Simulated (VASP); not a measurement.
# Ta3Bi2I3 (P-3m1) in VASP: notebook

Ta3Bi2I3 is run at these levels: PBE; tasks: single point.

All numbers are computed with VASP 6.6.1; they aren't measurements. Logs are shortened: lines on timing, memory, paths and dates and some standing lists are left out, and cuts for length are marked.

**1. The cell of the first run**

Symmetry: P-3m1, No. 164, trigonal system. Conventional cell: a = 4.981 Å, b = 4.981 Å, c = 11.235 Å, α = 90.00°, β = 90.00°, γ = 120.00°. Ta (site symmetry -3m) has 2 Ta at 2.63 Å and 6 I at 3.02 Å within 3.5 Å. Ta (site symmetry 3m) has 1 Ta at 2.63 Å and 3 Bi at 2.91 Å and 4 I at 2.99 to 3.35 Å within 3.5 Å. Within 4.0 Å of Bi (site symmetry 3m) lie 3 Ta at 2.91 Å and 7 I at 3.59 to 3.96 Å. I (site symmetry 3m) has 6 Ta at 3.02 to 3.35 Å and 3 I at 3.40 Å and 4 Bi at 3.59 to 3.96 Å within 4.0 Å. I (site symmetry -3m) has 2 Ta at 2.99 Å and 6 Bi at 3.86 Å within 3.9 Å.

The cell was generated, and may not be a known phase.

**2. Single point, PBE**

File INCAR:

```
PREC = Accurate ; ENCUT = 520
EDIFF = 1E-6 ; ISMEAR = 0
SIGMA = 0.15 ; LREAL = False
LASPH = True ; NELM = 60
ALGO = Normal ; ISIF = 2
LWAVE = False ; LCHARG = True
GGA = PE ; LELF = True
LVHAR = True ; NBANDS = 52
```

File KPOINTS:

```
Automatic mesh
0
Gamma
  3 3 1
```

File POSCAR:

```
Ta3Bi2I3
1.0
    4.9811197147      0.0000000000      0.0000000000
   -2.4905598574      4.3137762123      0.0000000000
    0.0000000000      0.0000000000     11.2353308051
Ta Bi I
3 2 3
Direct
    0.0000000000      0.0000000000      0.0000000000
    0.0000000000      0.0000000000      0.7661218567
    0.0000000000      0.0000000000      0.2338781433
    0.3333333333      0.6666666667      0.2714344892
    0.6666666667      0.3333333333      0.7285655108
    0.3333333333      0.6666666667     -0.0807239219
    0.6666666667      0.3333333333      1.0807239219
    0.0000000000      0.0000000000      0.5000000000
```

Potentials or basis: VASP PAW PBE potentials, release 64 (Ta_pv, Bi_d, I).

Started as:

```sh
$ cat potpaw_PBE.64/Ta_pv/POTCAR potpaw_PBE.64/Bi_d/POTCAR potpaw_PBE.64/I/POTCAR > POTCAR
$ mpirun -np 1 vasp_std > vasp.out
```

OUTCAR:

```text
PREC = Accurate
   ENCUT = 520
   EDIFF = 1E-6
   ISMEAR = 0
   LREAL = False
   LASPH = True
   NELM = 60
   ISIF = 2
   GGA = PE

 ion  position               nearest neighbor table
   1  0.000  0.000  0.000-   2 2.63   3 2.63   6 3.02   7 3.02   7 3.02   6 3.02   7 3.02   6 3.02

   2  0.000  0.000  0.766-   1 2.63   5 2.91   5 2.91   5 2.91   8 2.99   6 3.35   6 3.35   6 3.35

   3  0.000  0.000  0.234-   1 2.63   4 2.91   4 2.91   4 2.91   8 2.99   7 3.35   7 3.35   7 3.35

   4  0.333  0.667  0.271-   3 2.91   3 2.91   3 2.91   7 3.59   7 3.59   7 3.59
   5  0.667  0.333  0.729-   2 2.91   2 2.91   2 2.91   6 3.59   6 3.59   6 3.59
   6  0.333  0.667  0.919-   1 3.02   1 3.02   1 3.02   2 3.35   2 3.35   2 3.35   7 3.40   7 3.40
                             7 3.40   5 3.59   5 3.59   5 3.59
   7  0.667  0.333  0.081-   1 3.02   1 3.02   1 3.02   3 3.35   3 3.35   3 3.35   6 3.40   6 3.40
                             6 3.40   4 3.59   4 3.59   4 3.59
   8  0.000  0.000  0.500-   2 2.99   3 2.99

  LATTYP: Found a hexagonal cell.
 ALAT       =     4.9811197147
 C/A-ratio  =     2.2555833725

  Lattice vectors:

 A1 = (   4.9811197147,   0.0000000000,   0.0000000000)
 A2 = (  -2.4905598574,   4.3137762123,   0.0000000000)
 A3 = (   0.0000000000,   0.0000000000,  11.2353308051)

Analysis of symmetry for initial positions (statically):
=====================================================================
 Subroutine PRICEL returns:
 Original cell was already a primitive cell.

 Routine SETGRP: Setting up the symmetry group for a
 hexagonal supercell.

 Subroutine GETGRP returns: Found 12 space group operations
 (whereof 12 operations were pure point group operations)
 out of a pool of 24 trial point group operations.

The static configuration has the point symmetry D_3d.

Analysis of symmetry for dynamics (positions and initial velocities):
=====================================================================
 Subroutine PRICEL returns:
 Original cell was already a primitive cell.

 Routine SETGRP: Setting up the symmetry group for a
 hexagonal supercell.

 Subroutine GETGRP returns: Found 12 space group operations
 (whereof 12 operations were pure point group operations)
 out of a pool of 24 trial point group operations.

The dynamic configuration has the point symmetry D_3d.

 Subroutine INISYM returns: Found 12 space group operations
 (whereof 12 operations are pure point group operations),
 and found     1 'primitive' translations

----------------------------------------------------------------------------------------

                                     Primitive cell

  volume of cell :     241.4184

  direct lattice vectors                    reciprocal lattice vectors
     4.981119715  0.000000000  0.000000000     0.200758074  0.115907728  0.000000000
    -2.490559857  4.313776212  0.000000000     0.000000000  0.231815456  0.000000000
     0.000000000  0.000000000 11.235330805     0.000000000  0.000000000  0.089004945

  length of vectors
     4.981119715  4.981119715 11.235330805     0.231815456  0.231815456  0.089004945

  position of ions in fractional coordinates (direct lattice)
     0.000000000  0.000000000  0.000000000
     0.000000000  0.000000000  0.766121857
     0.000000000  0.000000000  0.233878143
     0.333333333  0.666666667  0.271434489
     0.666666667  0.333333333  0.728565511
     0.333333333  0.666666667  0.919276078
     0.666666667  0.333333333  0.080723922
     0.000000000  0.000000000  0.500000000

  ion indices of the primitive-cell ions
   primitive index   ion index
                 1           1
                 2           2
                 3           3
                 4           4
                 5           5
                 6           6
                 7           7
                 8           8

----------------------------------------------------------------------------------------

 KPOINTS: Automatic mesh

Automatic generation of k-mesh.
 Grid dimensions read from file:
 generate k-points for:    3    3    1

 Generating k-lattice:

  Cartesian coordinates                     Fractional coordinates (reciprocal lattice)
     0.066919358  0.038635909  0.000000000     0.333333333  0.000000000  0.000000000
     0.000000000  0.077271819  0.000000000     0.000000000  0.333333333  0.000000000
     0.000000000  0.000000000  0.089004945     0.000000000  0.000000000  1.000000000

  Length of vectors
     0.077271819  0.077271819  0.089004945

  Shift w.r.t. Gamma in fractional coordinates (k-lattice)
     0.000000000  0.000000000  0.000000000

 Subroutine IBZKPT returns following result:
 ===========================================

 Found      3 irreducible k-points:

 Following reciprocal coordinates:
            Coordinates               Weight
  0.000000  0.000000  0.000000      1.000000
  0.333333  0.000000  0.000000      6.000000
  0.333333  0.333333  0.000000      2.000000
   k-points           NKPTS =      3   k-points in BZ     NKDIM =      3   number of bands    NBANDS=     52
   number of dos      NEDOS =    301   number of ions     NIONS =      8
   total plane-waves  NPLWV = 134400
   dimension x,y,z NGX =    40 NGY =   40 NGZ =   84
   dimension x,y,z NGXF=    80 NGYF=   80 NGZF=  168
   ions per type =               3   2   3
   NGX,Y,Z   is equivalent  to a cutoff of  13.35, 13.35, 12.43 a.u.
   NGXF,Y,Z  is equivalent  to a cutoff of  26.70, 26.70, 24.86 a.u.
 SYSTEM =  unknown system
   PREC   = accura    normal or accurate (medium, high low for compatibility)
   ISTART =      0    job   : 0-new  1-cont  2-samecut
   ICHARG =      2    charge: 1-file 2-atom 10-const
   ISPIN  =      1    spin polarized calculation?
   LNONCOLLINEAR =      F non collinear calculations
   LSORBIT =      F    spin-orbit coupling
   LASPH  =      T    aspherical Exc in radial PAW
   ENCUT  =  520.0 eV  38.22 Ry    6.18 a.u.   9.26  9.26 20.89*2*pi/ulx,y,z
   NELM   =     60;   NELMIN=  2; NELMDL= -5     # of ELM steps
   EDIFF  = 0.1E-05   stopping-criterion for ELM
   LREAL  =      F    real-space projection
   EDIFFG = 0.1E-04   stopping-criterion for IOM
   NSW    =      0    number of steps for IOM
   IBRION =     -1    ionic relax: 0-MD 1-quasi-New 2-CG
   NFREE  =      0    steps in history (QN), initial steepest desc. (CG)
   ISIF   =      2    stress and relaxation
   ISYM   =      2    0-nonsym 1-usesym 2-fastsym
   POTIM  = 0.5000    time-step for ionic-motion
   TEBEG  =    0.0;   TEEND  =   0.0 temperature during run
   PSTRESS=    0.0 pullay stress
   NELECT =      84.0000    total number of electrons
   NUPDOWN=      -1.0000    fix difference up-down
   EMIN   =  10.00;   EMAX   =-10.00  energy-range for DOS
   EFERMI =   0.00;   METHOD = LEGACY
   ISMEAR =     0;   SIGMA  =   0.15  broadening in eV -4-tet -1-fermi 0-gaus
   EFERMI_NEDOS =   21; number of points for ismear=-14 and -15
   IALGO  =     38    algorithm
   IMIX   =      4    mixing-type and parameters
     AMIX     =   0.40;   BMIX     =  1.00
     AMIX_MAG =   1.60;   BMIX_MAG =  1.00
  volume/ion in A,a.u.               =      30.18       203.65
  Fermi-wavevector in a.u.,A,eV,Ry     =   1.151448  2.175922 18.039056  1.325833
  Thomas-Fermi vector in A             =   2.288106
   LORBIT       =      0    0 simple, 1 ext, 2 COOP (PROOUT), +10 PAW based schemes
   GGA     = PE    functional components
   LHFCALC =     F    Hartree Fock is set to
   AEXX    =    0.0000 exact exchange contribution
   IVDW    =     0    specifies the selected vdW correction
   LEPSILON=     F    determine dielectric tensor
   LRPA    =     F    only Hartree local field effects (RPA)
 non-spin polarized calculation
 Gauss-broadening in eV      SIGMA  =   0.15
  energy-cutoff  :      520.00
  volume of cell :      241.42
 maximum number of plane-waves:      6569
 NGX is ok and might be reduce to    40
   NGX = 19   NGY = 19   NGZ = 41

 number of electron      83.9999981 magnetization

 Free energy of the ion-electron system (eV)
  ---------------------------------------------------
  ext. energy  EPLUGINS =         0.00000000
  ---------------------------------------------------
  free energy    TOTEN  =       -43.06991067 eV

  energy without entropy =      -42.99572310  energy(sigma->0) =      -43.03281688

 E-fermi :   6.1753     XC(G=0):  -9.6966

 val. band max:        6.0653440162   @ k =   0.3333   0.0000   0.0000
 cond. band min:       6.2858886287   @ k =   0.3333   0.3333   0.0000
 fundamental gap:      0.2205446125
 Fermi energy:         6.1753097169

 k-point     1 :       0.0000    0.0000    0.0000
  band No.  band energies     occupation
      1     -29.6353      2.00000
      2     -29.4082      2.00000
      3     -29.4082      2.00000
      4     -29.3975      2.00000
      5     -29.3975      2.00000
      6     -29.2974      2.00000
[... 44 lines left out ...]
     51       8.6978      0.00000
     52       8.9411      0.00000

 k-point     2 :       0.3333    0.0000    0.0000
  band No.  band energies     occupation
      1     -29.6349      2.00000
      2     -29.4100      2.00000
      3     -29.4080      2.00000
      4     -29.3991      2.00000
      5     -29.3973      2.00000
      6     -29.2972      2.00000
[... 44 lines left out ...]
     51       8.1023      0.00000
     52       8.1862      0.00000

 k-point     3 :       0.3333    0.3333    0.0000
  band No.  band energies     occupation
      1     -29.6347      2.00000
      2     -29.4095      2.00000
      3     -29.4095      2.00000
      4     -29.3985      2.00000
      5     -29.3985      2.00000
      6     -29.2971      2.00000
[... 44 lines left out ...]
     51       7.7518      0.00000
     52       7.8238      0.00000

------------------------ aborting loop because EDIFF is reached ----------------------------------------

  FORCE on cell =-STRESS in cart. coord.  units (eV):
  Direction    XX          YY          ZZ          XY          YZ          ZX
  --------------------------------------------------------------------------------------
  -------------------------------------------------------------------------------------
  Total        0.0085495      0.0085495      0.0370863     -0.0000000      0.0000000     -0.0000000
  in kB        0.0567391      0.0567391      0.2461236     -0.0000000      0.0000000     -0.0000000
  external PRESSURE =       0.1198673 kB  Pullay stress =       0.0000000 kB

 VOLUME and BASIS-vectors are now :
 -----------------------------------------------------------------------------
  energy-cutoff  :      520.00
  volume of cell :      241.42
      direct lattice vectors                 reciprocal lattice vectors
     4.981119715  0.000000000  0.000000000     0.200758074  0.115907728  0.000000000
    -2.490559857  4.313776212  0.000000000     0.000000000  0.231815456  0.000000000
     0.000000000  0.000000000 11.235330805     0.000000000  0.000000000  0.089004945

 POSITION                                       TOTAL-FORCE (eV/Angst)
 -----------------------------------------------------------------------------------
      0.00000      0.00000      0.00000         0.000000      0.000000      0.000000
      0.00000      0.00000      8.60763         0.000000     -0.000000     -0.019035
      0.00000      0.00000      2.62770        -0.000000      0.000000      0.019035
     -0.00000      2.87585      3.04966        -0.000000      0.000000     -0.013153
      2.49056      1.43793      8.18567         0.000000      0.000000      0.013153
     -0.00000      2.87585     10.32837         0.000000      0.000000     -0.014801
      2.49056      1.43793      0.90696        -0.000000     -0.000000      0.014801
      0.00000      0.00000      5.61767         0.000000      0.000000      0.000000
 -----------------------------------------------------------------------------------
    total drift:                                0.000000     -0.000000      0.000000

  FREE ENERGIE OF THE ION-ELECTRON SYSTEM (eV)
  ---------------------------------------------------
  free  energy   TOTEN  =       -43.0699106655 eV

  energy  without entropy=      -42.9957230965  energy(sigma->0) =      -43.03281688
```

Wall time 40 s (1 thread of Intel Xeon 6975P-C (Granite Rapids), shared host); peak memory 0.36 GiB.

What came out:

```yaml
Free_energy: -43.0699 eV
Pressure: 0.0 GPa
Largest_force: 0.019 eV/Å
Band_gap_on_the_k_mesh: 0.22 eV (least direct gap 0.31 eV)
```

Forces on the atoms (eV/Å):
```
Ta   0.000  0.000  0.000
Ta   0.000  0.000 -0.019
Ta   0.000  0.000  0.019
Bi   0.000  0.000 -0.013
Bi   0.000  0.000  0.013
I    0.000  0.000 -0.015
I    0.000  0.000  0.015
I    0.000  0.000  0.000
```

Caveat: the k points lie up to 0.56 Å⁻¹ apart; spin-orbit coupling is left out, which moves the levels of the heavy elements. A k mesh can miss the band edges.

[end of part 1 of 2]

The gap in the log of VASP goes by the Fermi energy; the results here count the filled bands.